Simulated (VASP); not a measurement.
# Re (P-1) in VASP: single point with PBEsol

Aim: the single point of Re with PBEsol.

Everything below comes from runs of VASP 6.6.1. Logs are shortened: lines on timing, memory, paths and dates and some standing lists are left out, and cuts for length are marked.

### Step 1. The cell of the first run

The typed cell holds 2 atoms: a = 2.767 Å, b = 2.753 Å, c = 4.497 Å, α = 94.56°, β = 102.48°, γ = 119.49°.

### Step 2. Single point, PBEsol (engineering shear strain xz -0.2200, engineering shear strain yz -0.2200)

File INCAR:

```
  PREC = Accurate
  ENCUT = 500
  EDIFF = 1E-6
  ISMEAR = 0
  SIGMA = 0.15
  LREAL = False
  LASPH = True
  NELM = 120
  ALGO = Normal
  ISIF = 2
  LWAVE = False
  LCHARG = False
  GGA = PS
  NBANDS = 22
  GGA_COMPAT = False
```

File KPOINTS:

```
regular mesh
0
Gamma
  18 18 10
```

File POSCAR:

```
Re
1.0
    2.7502953086      0.0000000000     -0.3025324839
   -1.3751476543      2.3818256051     -0.1107345746
   -0.4887619256     -0.4887619256      4.4432902328
Re
2
Direct
    0.3333333333      0.6666666667      0.2500000000
    0.6666666667      0.3333333333      0.7500000000
```

Potentials or basis: VASP PAW PBE potentials, release 64 (Re_sv_GW).

The run is started by

```bash
cat potpaw_PBE.64/Re_sv_GW/POTCAR > POTCAR
mpirun -np 1 vasp_std > vasp.out
```

OUTCAR:

```text
PREC = Accurate
   ENCUT = 500
   EDIFF = 1E-6
   ISMEAR = 0
   LREAL = False
   LASPH = True
   NELM = 120
   ISIF = 2
   GGA = PS

 ion  position               nearest neighbor table
   1  0.333  0.667  0.250-   2 2.35   2 2.46   2 2.65   2 2.85   2 3.03   2 3.12
   2  0.667  0.333  0.750-   1 2.35   1 2.46   1 2.65   1 2.85   1 3.03   1 3.12

  LATTYP: Found a triclinic cell.
 ALAT       =     8.8680955703
 B/A-ratio  =     0.7139763200
 C/A-ratio  =     1.3185137039
 COS(alpha) =     0.0013794016
 COS(beta)  =     0.5612479352
 COS(gamma) =     0.8272897331

  Lattice vectors:

 A1 = (  -3.1479191117,  -1.4043017539,  -8.1707809232)
 A2 = (  -5.0118286916,   0.4887619256,  -3.8382252650)
 A3 = (   6.4781144684,  -3.7861273590,  -8.9676438003)

Analysis of symmetry for initial positions (statically):
=====================================================================
 Subroutine PRICEL returns:
 Original cell was already a primitive cell.

 Routine SETGRP: Setting up the symmetry group for a
 triclinic supercell.

 Subroutine GETGRP returns: Found  2 space group operations
 (whereof  2 operations were pure point group operations)
 out of a pool of  2 trial point group operations.

The static configuration has the point symmetry S_2 .

Analysis of symmetry for dynamics (positions and initial velocities):
=====================================================================
 Subroutine PRICEL returns:
 Original cell was already a primitive cell.

 Routine SETGRP: Setting up the symmetry group for a
 triclinic supercell.

 Subroutine GETGRP returns: Found  2 space group operations
 (whereof  2 operations were pure point group operations)
 out of a pool of  2 trial point group operations.

The dynamic configuration has the point symmetry S_2 .

 Subroutine INISYM returns: Found  2 space group operations
 (whereof  2 operations are pure point group operations),
 and found     1 'primitive' translations

----------------------------------------------------------------------------------------

                                     Primitive cell

  volume of cell :      28.4024

  direct lattice vectors                    reciprocal lattice vectors
     2.750295309  0.000000000 -0.302532484     0.370709018  0.217034709  0.064651810
    -1.375147654  2.381825605 -0.110734575     0.005206125  0.425052145  0.047328410
    -0.488761926 -0.488761926  4.443290233     0.025370393  0.025370393  0.230639934

  length of vectors
     2.766884564  2.752523648  4.496732651     0.434406604  0.427710659  0.233413994

  position of ions in fractional coordinates (direct lattice)
     0.333333333  0.666666667  0.250000000
     0.666666667  0.333333333  0.750000000

  ion indices of the primitive-cell ions
   primitive index   ion index
                 1           1
                 2           2

----------------------------------------------------------------------------------------

 KPOINTS: regular mesh

Automatic generation of k-mesh.
 Grid dimensions read from file:
 generate k-points for:   18   18   10

 Generating k-lattice:

  Cartesian coordinates                     Fractional coordinates (reciprocal lattice)
     0.020594945  0.012057484  0.003591767     0.055555556 -0.000000000  0.000000000
     0.000289229  0.023614008  0.002629356     0.000000000  0.055555556  0.000000000
     0.002537039  0.002537039  0.023063993     0.000000000  0.000000000  0.100000000

  Length of vectors
     0.024133700  0.023761703  0.023341399

  Shift w.r.t. Gamma in fractional coordinates (k-lattice)
     0.000000000  0.000000000  0.000000000

 Subroutine IBZKPT returns following result:
 ===========================================

 Found   1624 irreducible k-points:

 Following reciprocal coordinates:
            Coordinates               Weight
  0.000000  0.000000  0.000000      1.000000
  0.055556  0.000000  0.000000      2.000000
  0.111111  0.000000  0.000000      2.000000
  0.166667  0.000000  0.000000      2.000000
  0.222222  0.000000  0.000000      2.000000
  0.277778  0.000000  0.000000      2.000000
[... 16 lines left out ...]
 -0.333333  0.055556  0.000000      2.000000
 -0.277778  0.055556 -0.000000      2.000000
 [... further k-points ...]
   k-points           NKPTS =   1624   k-points in BZ     NKDIM =   1624   number of bands    NBANDS=     22
   number of dos      NEDOS =    301   number of ions     NIONS =      2
   total plane-waves  NPLWV =  14400
   dimension x,y,z NGX =    20 NGY =   20 NGZ =   36
   dimension x,y,z NGXF=    40 NGYF=   40 NGZF=   72
   ions per type =               2
   NGX,Y,Z   is equivalent  to a cutoff of  12.02, 12.08, 13.31 a.u.
   NGXF,Y,Z  is equivalent  to a cutoff of  24.03, 24.16, 26.62 a.u.
 SYSTEM =  unknown system
   PREC   = accura    normal or accurate (medium, high low for compatibility)
   ISTART =      0    job   : 0-new  1-cont  2-samecut
   ICHARG =      2    charge: 1-file 2-atom 10-const
   ISPIN  =      1    spin polarized calculation?
   LNONCOLLINEAR =      F non collinear calculations
   LSORBIT =      F    spin-orbit coupling
   LASPH  =      T    aspherical Exc in radial PAW
   ENCUT  =  500.0 eV  36.75 Ry    6.06 a.u.   5.04  5.02  8.20*2*pi/ulx,y,z
   NELM   =    120;   NELMIN=  2; NELMDL= -5     # of ELM steps
   EDIFF  = 0.1E-05   stopping-criterion for ELM
   LREAL  =      F    real-space projection
   EDIFFG = 0.1E-04   stopping-criterion for IOM
   NSW    =      0    number of steps for IOM
   IBRION =     -1    ionic relax: 0-MD 1-quasi-New 2-CG
   NFREE  =      0    steps in history (QN), initial steepest desc. (CG)
   ISIF   =      2    stress and relaxation
   ISYM   =      2    0-nonsym 1-usesym 2-fastsym
   POTIM  = 0.5000    time-step for ionic-motion
   TEBEG  =    0.0;   TEEND  =   0.0 temperature during run
   PSTRESS=    0.0 pullay stress
   NELECT =      30.0000    total number of electrons
   NUPDOWN=      -1.0000    fix difference up-down
   EMIN   =  10.00;   EMAX   =-10.00  energy-range for DOS
   EFERMI =   0.00;   METHOD = LEGACY
   ISMEAR =     0;   SIGMA  =   0.15  broadening in eV -4-tet -1-fermi 0-gaus
   EFERMI_NEDOS =   21; number of points for ismear=-14 and -15
   IALGO  =     38    algorithm
   IMIX   =      4    mixing-type and parameters
     AMIX     =   0.40;   BMIX     =  1.00
     AMIX_MAG =   1.60;   BMIX_MAG =  1.00
  volume/ion in A,a.u.               =      14.20        95.83
  Fermi-wavevector in a.u.,A,eV,Ry     =   1.667236  3.150619 37.819770  2.779675
  Thomas-Fermi vector in A             =   2.753293
   LORBIT       =      0    0 simple, 1 ext, 2 COOP (PROOUT), +10 PAW based schemes
   GGA     = PS    functional components
   LHFCALC =     F    Hartree Fock is set to
   AEXX    =    0.0000 exact exchange contribution
   IVDW    =     0    specifies the selected vdW correction
   LEPSILON=     F    determine dielectric tensor
   LRPA    =     F    only Hartree local field effects (RPA)
 non-spin polarized calculation
 Gauss-broadening in eV      SIGMA  =   0.15
  energy-cutoff  :      500.00
  volume of cell :       28.40
 maximum number of plane-waves:       734
   NGX = 11   NGY =  9   NGZ = 17

 number of electron      29.9999998 magnetization

 Free energy of the ion-electron system (eV)
  ---------------------------------------------------
  ext. energy  EPLUGINS =         0.00000000
  ---------------------------------------------------
  free energy    TOTEN  =       -28.80931588 eV

  energy without entropy =      -28.78778560  energy(sigma->0) =      -28.79855074

 E-fermi :  14.0610     XC(G=0): -14.5269

 val. band max:       14.0603864304   @ k =  -0.4444  -0.4444   0.3000
 cond. band min:      14.0629307761   @ k =   0.0000   0.2778   0.4000
 fundamental gap:      0.0025443457
 Fermi energy:        14.0609963131

 k-point     1 :       0.0000    0.0000    0.0000
  band No.  band energies     occupation
      1     -66.3458      2.00000
      2     -66.0826      2.00000
      3     -29.3436      2.00000
      4     -27.7210      2.00000
      5     -27.6563      2.00000
      6     -27.6240      2.00000
[... 14 lines left out ...]
     21      25.6121      0.00000
     22      27.6994      0.00000

 k-point     2 :       0.0556    0.0000    0.0000
  band No.  band energies     occupation
      1     -66.3416      2.00000
      2     -66.0826      2.00000
      3     -29.3249      2.00000
      4     -27.7449      2.00000
      5     -27.6830      2.00000
      6     -27.6382      2.00000
[... 14 lines left out ...]
     21      25.5758      0.00000
     22      27.8712      0.00000

 k-point     3 :       0.1111    0.0000    0.0000
  band No.  band energies     occupation
      1     -66.3295      2.00000
      2     -66.0826      2.00000
      3     -29.2702      2.00000
      4     -27.8138      2.00000
      5     -27.7615      2.00000
      6     -27.6760      2.00000
[... 14 lines left out ...]
     21      25.5228      0.00000
     22      28.3086      0.00000

 k-point     4 :       0.1667    0.0000    0.0000
  band No.  band energies     occupation
      1     -66.3104      2.00000
      2     -66.0832      2.00000
      3     -29.1834      2.00000
      4     -27.9192      2.00000
      5     -27.8834      2.00000
      6     -27.7279      2.00000
[... 14 lines left out ...]
     21      25.5591      0.00000
     22      28.7201      0.00000

 k-point     5 :       0.2222    0.0000    0.0000
  band No.  band energies     occupation
      1     -66.2858      2.00000
      2     -66.0852      2.00000
      3     -29.0736      2.00000
      4     -28.0544      2.00000
      5     -28.0252      2.00000
      6     -27.7869      2.00000
[... 14 lines left out ...]
     21      25.8010      0.00000
     22      28.5433      0.00000

 k-point     6 :       0.2778    0.0000    0.0000
  band No.  band energies     occupation
      1     -66.2573      2.00000
      2     -66.0894      2.00000
      3     -28.9530      2.00000
      4     -28.2152      2.00000
      5     -28.1461      2.00000
      6     -27.8457      2.00000
[... 14 lines left out ...]
     21      26.2972      0.00000
     22      27.5978      0.00000

 k-point     7 :       0.3333    0.0000    0.0000
  band No.  band energies     occupation
      1     -66.2272      2.00000
      2     -66.0968      2.00000
      3     -28.8447      2.00000
      4     -28.3683      2.00000
      5     -28.2269      2.00000
      6     -27.9004      2.00000
[... 324 lines left out ...]
      6     -27.9917      2.00000
[... 14 lines left out ...]
     21      22.0301      0.00000
     22      24.6575      0.00000

 k-point    21 :      -0.4444    0.0556   -0.0000
  band No.  band energies     occupation
      1     -66.1856      2.00000
      2     -66.1111      2.00000
      3     -28.7820      2.00000
      4     -28.5257      2.00000
      5     -28.2159      2.00000
      6     -27.9489      2.00000
[... 14 lines left out ...]
     21      23.2027      0.00000
     22      25.7481      0.00000

 k-point    22 :      -0.3889    0.0556   -0.0000
  band No.  band energies     occupation
      1     -66.2140      2.00000
      2     -66.0980      2.00000
      3     -28.8244      2.00000
      4     -28.4270      2.00000
      5     -28.2403      2.00000
      6     -27.9180      2.00000
[... 14 lines left out ...]
     21      25.1414      0.00000
     22      26.7221      0.00000

 k-point    23 :      -0.3333    0.0556    0.0000
  band No.  band energies     occupation
      1     -66.2435      2.00000
      2     -66.0891      2.00000
      3     -28.9122      2.00000
      4     -28.2922      2.00000
      5     -28.1916      2.00000
      6     -27.8747      2.00000
[... 14 lines left out ...]
     21      26.4001      0.00000
     22      27.0130      0.00000

 k-point    24 :      -0.2778    0.0556   -0.0000
  band No.  band energies     occupation
      1     -66.2723      2.00000
      2     -66.0838      2.00000
      3     -29.0249      2.00000
      4     -28.1405      2.00000
      5     -28.0863      2.00000
      6     -27.8217      2.00000
[... 14 lines left out ...]
     21      25.8644      0.00000
     22      28.2328      0.00000

 [... further k-points ...]
[... 5 lines left out ...]
  --------------------------------------------------------------------------------------
  -------------------------------------------------------------------------------------
  Total        3.1160598      2.7870729      7.7345512     -1.3187554      4.7752388      4.4486614
  in kB      175.7768102    157.2186720    436.3057306    -74.3909423    269.3710361    250.9488143
  external PRESSURE =     256.4337376 kB  Pullay stress =       0.0000000 kB

 VOLUME and BASIS-vectors are now :
 -----------------------------------------------------------------------------
  energy-cutoff  :      500.00
  volume of cell :       28.40
      direct lattice vectors                 reciprocal lattice vectors
     2.750295309  0.000000000 -0.302532484     0.370709018  0.217034709  0.064651810
    -1.375147654  2.381825605 -0.110734575     0.005206125  0.425052145  0.047328410
    -0.488761926 -0.488761926  4.443290233     0.025370393  0.025370393  0.230639934

 POSITION                                       TOTAL-FORCE (eV/Angst)
 -----------------------------------------------------------------------------------
     -0.12219      1.46569      0.93616         1.983769     -0.133765      0.528457
      1.00858      0.42737      3.09387        -1.983769      0.133765     -0.528457
 -----------------------------------------------------------------------------------
    total drift:                                0.000000     -0.000000      0.000000

  FREE ENERGIE OF THE ION-ELECTRON SYSTEM (eV)
  ---------------------------------------------------
  free  energy   TOTEN  =       -28.8093158785 eV

  energy  without entropy=      -28.7877856046  energy(sigma->0) =      -28.79855074
```

It took 12 min on 1 thread of Intel Xeon Platinum 8488C (Sapphire Rapids), shared host; peak memory 0.84 GiB.

What came out:

```
Free energy            : -28.8093 eV
Pressure               : 25.6 GPa
Largest force          : 2.057 eV/Å
Band gap on the k mesh : zero (bands 15 and 16 overlap by 3.22 eV)
```

Forces on the atoms (eV/Å):
```
Re   1.984 -0.134  0.528
Re  -1.984  0.134 -0.528
```

Caveat: the cell differs from its parent crystal (engineering shear strain xz -0.2200, engineering shear strain yz -0.2200); the stress differs along the axes, from 16 to 44 GPa; the PAW data sets were made with another functional, which shifts forces and pressure a little; spin-orbit coupling is left out, which moves the levels of the heavy elements.
